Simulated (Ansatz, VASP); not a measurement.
**One calculation of SrTiO3, two programs**

```xyz
10
Lattice="-2.8673 2.7620 3.9467 2.7620 -2.8673 3.9467 2.7932 2.7932 -4.0209" Properties=species:S:1:pos:R:3 pbc="T T T"
Sr   -0.0634    2.7512    1.9363
Sr    2.7512   -0.0634    1.9363
Ti    0.0000    0.0000    0.0000
Ti   -0.0527   -0.0527    3.9467
O    -0.0263   -0.0263    1.9734
O    -0.0790   -0.0790    5.9201
O     1.2130    4.0277   -0.0709
O     1.4937    1.2468   -0.0371
O     1.4748   -1.3399    3.9435
O     1.1942    1.4410    3.9096
```

Change from the starting cell: equal engineering shear yz, xz and xy -0.0267, equal normal strain along x, y and z +0.0000.

Alike in both runs: task single point; functional PBE; k mesh 8 × 8 × 8; occupations gaussian, width 0.05 eV; no spin polarisation.

|  | VASP | Ansatz |
| --- | --- | --- |
| version | VASP 6.6.1 | Ansatz 0.2.0 |
| potentials or method | VASP PAW PBE potentials, release 64 (Sr_sv, Ti_sv, O), cutoff 520 eV | scalar-relativistic, plane waves, PAW |
| valence electrons in the cell | 80 | 80 |

|  | VASP | Ansatz | Ansatz less VASP |
| --- | --- | --- | --- |
| gap on the k mesh at the Fermi level (eV) | 1.78 | 1.82 | +0.034 |
| least direct gap on the mesh (eV) | 1.79 | 1.82 | +0.034 |
| pressure (GPa) | 0.9 | 0.3 | -0.61 |
| traceless stress, the component that is largest in VASP (GPa) | 3.03 | 3.01 | -0.014 |
| rms of the force components (eV/Å) | 0.025 | 0.024 | -0.0015 |

Atom by atom the forces differ by 0.002 eV/Å (rms over components).
